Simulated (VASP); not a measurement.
Sn:

```
Sn
1.0
    -1.89465    1.89465    1.89465
     1.89465   -1.89465    1.89465
     1.89465    1.89465   -1.89465
Sn
1
Direct
  0.00000 0.00000 0.00000
```

| Property | Result |
| --- | --- |
| Program | VASP 6.6.1 |
| Task | relaxation of cell and atoms |
| Functional | PBEsol |
| Potentials or basis | VASP PAW PBE potentials, release 64 (Sn_d) |
| Cutoff | 600 eV |
| k mesh | 12 × 12 × 12 |
| Occupations | methfessel-paxton, width 0.1 eV |
| Spin | no spin polarisation |

At the start: pressure -2.4 GPa; volume 27.20 Å³/atom.

Question: How do energy, volume and symmetry change on relaxing?

Answer: Over 3 steps the energy falls by 9.1 meV/atom and the volume is 26.02 Å³/atom (-4.4 %); space group Im-3m (No. 229, to 0.05 Å).

Step by step:
| step | energy change (eV) | largest force (eV/Å) | pressure (GPa) | volume (Å³) |
| --- | --- | --- | --- | --- |
| 1 | 0.0000 | 0.0000 | -2.37 | 27.20 |
| 2 | -0.0081 | 0.0000 | 0.85 | 25.65 |
| 3 | -0.0091 | 0.0000 | 0.02 | 26.02 |

Final structure:
```
CELL_PARAMETERS angstrom
-1.86668 1.86668 1.86668
1.86668 -1.86668 1.86668
1.86668 1.86668 -1.86668
ATOMIC_POSITIONS crystal
Sn 0.00000 0.00000 0.00000
```

Caveat: the PAW data sets were made with another functional, which shifts forces and pressure a little.
